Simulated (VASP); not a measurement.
## LiF (d3): single point with PBE+D3(BJ)

LiF (d3):

```
Li F
1.0
     0.00000    2.04171    2.04171
     2.04171    0.00000    2.04171
     2.04171    2.04171    0.00000
Li F
1 1
Direct
  0.00000 0.00000 0.00000
  0.50000 0.50000 0.50000
```

* Program: VASP 6.6.1
* Task: single point
* Functional: PBE
* Dispersion: D3(BJ)
* Potentials or basis: VASP PAW PBE potentials, release 64 (Li_sv, F)
* Cutoff: 750 eV
* k mesh: 8 × 8 × 8
* Occupations: gaussian, width 0.1 eV
* Spin: no spin polarisation
* Dipole correction: no
* Further INCAR settings: ALGO = Normal; EDIFF = 1e-06; NBANDS = 12

```yaml
Pressure: -4.8 GPa
Band_gap_on_the_k_mesh: 8.72 eV, direct
Dispersion_energy_per_atom: -0.171 eV
```

Levels at points of the mesh, in eV from the valence-band top:
| k point | band 3 | band 4 | band 5 | band 6 | band 7 | band 8 |
| --- | --- | --- | --- | --- | --- | --- |
| (0.00, 0.00, 0.00) | 0.00 | 0.00 | 0.00 | 8.72 | 23.43 | 23.43 |
| (0.50, 0.00, 0.00) | -2.40 | -0.21 | -0.21 | 10.56 | 16.25 | 18.57 |
| (0.50, 0.50, 0.00) | -2.83 | -0.94 | -0.94 | 14.43 | 16.28 | 16.94 |

Wall time 18 s on 1 thread of Intel Xeon 8259CL (shared host), peak memory 0.16 GiB.

A k mesh can miss the band edges. A hybrid or GW would open this gap; PBE tends to underestimate it.
